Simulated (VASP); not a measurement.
CdS:

```
Cd S
1.0
     0.00000    2.75490    2.75490
     2.75490    0.00000    2.75490
     2.75490    2.75490    0.00000
Cd S
1 1
Direct
  0.00000 0.00000 0.00000
  0.50000 0.50000 0.50000
```

Base run:

* Program: VASP 6.6.1
* Functional: RPBE
* Potentials or basis: VASP PAW PBE potentials, release 64 (Cd, S)
* Cutoff: 500 eV
* k mesh: 12 × 12 × 12
* Occupations: gaussian, width 0.05 eV
* Spin: no spin polarisation

Its results: band gap on the k mesh 0.37 eV (least direct gap 1.65 eV); pressure 2.3 GPa.

Problem. The run is repeated on the same cell with these changes: functional from RPBE to PBEsol. What comes out?

Solution. Band gap on the k mesh 0.13 eV (least direct gap 1.40 eV); pressure -4.1 GPa.

PBEsol binds more tightly than RPBE, so the same cell stands under less pressure.

Caveats: semilocal functionals underestimate gaps, and a narrow one can read as zero; the PAW data sets were made with another functional, which shifts forces and pressure a little; the cell stands under tension (at least some runs).

A k mesh can miss the band edges.
